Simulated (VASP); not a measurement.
## GaN (wurtzite type): single point with PBE

The system is GaN (wurtzite type).

```
Ga N
1.0
     2.74229    0.00000    0.00000
    -1.37114    2.37489    0.00000
     0.00000    0.00000    4.62109
Ga N
2 2
Direct
  0.33333 0.66667 0.00521
  0.66667 0.33333 0.50521
  0.33333 0.66667 0.37079
  0.66667 0.33333 0.87079
```

```yaml
Program: VASP 6.6.1
Task: single point
Functional: PBE
Potentials_or_basis: VASP PAW PBE potentials, release 64 (Ga_d, N)
Cutoff: 520 eV
k_mesh: 13 × 13 × 7
Occupations: fermi-dirac, width 0.1 eV
Spin: no spin polarisation
```

- Pressure: 197.6 GPa
- Band gap on the k mesh: 4.19 eV, indirect (least direct gap 4.36 eV)

Stress tensor (GPa, compression positive):
```
197.73   0.00   0.00
  0.00 197.73   0.00
  0.00   0.00 197.39
```

Levels at points of the mesh, in eV from the valence-band top:
```csv
k point,band 15,band 16,band 17,band 18,band 19,band 20,band 21,band 22
"(0.00, 0.00, 0.00)",-1.62,-0.44,0.00,0.00,4.36,7.48,11.01,12.53
```

Run time: 32 s on 1 thread of Intel(R) Xeon(R) 6975P-C (Granite Rapids), on a shared host, peak memory 0.17 GiB.

A k mesh can miss the band edges.
